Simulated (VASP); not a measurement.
Runs of VASP 6.6.1 on Ag. The structure is that of space group Pm-3m (No. 221), or close to it. The cells are those of the table. This isn't the form of Ag at room conditions, which is fcc.

```tsv
cell	gap on the mesh (eV)	pressure (GPa)
a = 2.893 Å, 1 atom	none	(a)
a = 2.710 Å, 1 atom	none	5.8
a = 2.670 Å, 1 atom	none	(b)
a = 2.786 Å, 1 atom	none	-0.1
a = 2.823 Å, 1 atom	none	-2.1
```

Alike in all rows: task single point; level revPBE; potentials or basis VASP PAW PBE potentials, release 64 (Ag); no spin polarisation; k mesh 18 × 18 × 18; cutoff (eV) 520; smearing fermi-dirac 0.1 eV.

Problem. Fill in the values left out.

Solution. (a) -4.6; (b) 10.2.

Caveats: the PAW data sets were made with another functional, which shifts forces and pressure a little; the cell stands under pressure (at least some runs); the cell stands under tension (at least some runs).

A k mesh can miss the band edges, and the runs leave out spin-orbit coupling on Ag.

A gap of «none» marks levels without a gap at the run's occupations.
